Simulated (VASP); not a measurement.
Hf: relaxation of cell and atoms with PBEsol

Hf:

```
Hf
1.0
    -1.80500    1.80500    1.80500
     1.80500   -1.80500    1.80500
     1.80500    1.80500   -1.80500
Hf
1
Direct
  0.00000 0.00000 0.00000
```

```yaml
Program: VASP 6.6.1
Task: relaxation of cell and atoms
Functional: PBEsol
Potentials_or_basis: VASP PAW PBE potentials, release 64 (Hf_pv)
Cutoff: 500 eV
k_mesh: 7 × 7 × 7
Occupations: methfessel-paxton, width 0.05 eV
Spin: no spin polarisation
Target_pressure: 40 GPa
Dipole_correction: no
Further_INCAR_settings: ALGO = Normal; EDIFF = 1e-07; IBRION = 2; EDIFFG = -0.02; NSW = 80; ISIF = 3
```

- Relaxed volume: 16.36 Å³/atom
- Relaxed cell: a = 2.770 Å, b = 2.770 Å, c = 2.770 Å, α = 109.47°, β = 109.47°, γ = 109.47°
- Space group after relaxing (to 0.05 Å): Im-3m (No. 229)
- Energy change on relaxing (the enthalpy is what falls): +504.6 meV/atom
- Ionic steps: 7
- Pressure after relaxing: 40.0 GPa
- Band gap on the k mesh: zero (band 5 reaches 8.41 eV, above the bottom of band 6 at 5.88 eV)

The path:
| step | energy change (eV) | largest force (eV/Å) | pressure (GPa) | volume (Å³) |
| --- | --- | --- | --- | --- |
| 1 | 0.0000 | 0.0000 | -8.36 | 23.52 |
| 2 | 18.7189 | 0.0000 | 1183.43 | 6.68 |
| 3 | -0.0270 | 0.0000 | 7.13 | 20.53 |
| 4 | 0.0820 | 0.0000 | 15.09 | 19.01 |
| 5 | 0.6258 | 0.0000 | 47.18 | 15.91 |
| 6 | 0.4738 | 0.0000 | 38.06 | 16.49 |
| 7 | 0.5046 | 0.0000 | 39.96 | 16.36 |

Final structure:
```yaml
crystal:
  lattice:
    - [-1.59920, 1.59920, 1.59920]
    - [1.59920, -1.59920, 1.59920]
    - [1.59920, 1.59920, -1.59920]
  atoms:
    - { symbol: Hf, position: [0.00000, 0.00000, 0.00000] }
```

Levels at points of the mesh, in eV from the Fermi level:
```tsv
k point	band 2	band 3	band 4	band 5	band 6	band 7	band 8	band 9
(0.00, 0.00, 0.00)	-28.60	-28.60	-7.96	1.61	1.61	1.61	5.40	5.40
```

Wall time 12 s on 1 thread of Intel(R) Xeon(R) 6975P-C (Granite Rapids) (shared host), peak memory 0.16 GiB.

Caveat: the cell is relaxed towards a set pressure, so the enthalpy falls and the energy may rise; the volume moved by over 15 % at a fixed basis, so the end points are rough; the PAW data sets were made with another functional, which shifts forces and pressure a little; spin-orbit coupling is left out, which moves the levels of the heavy elements.
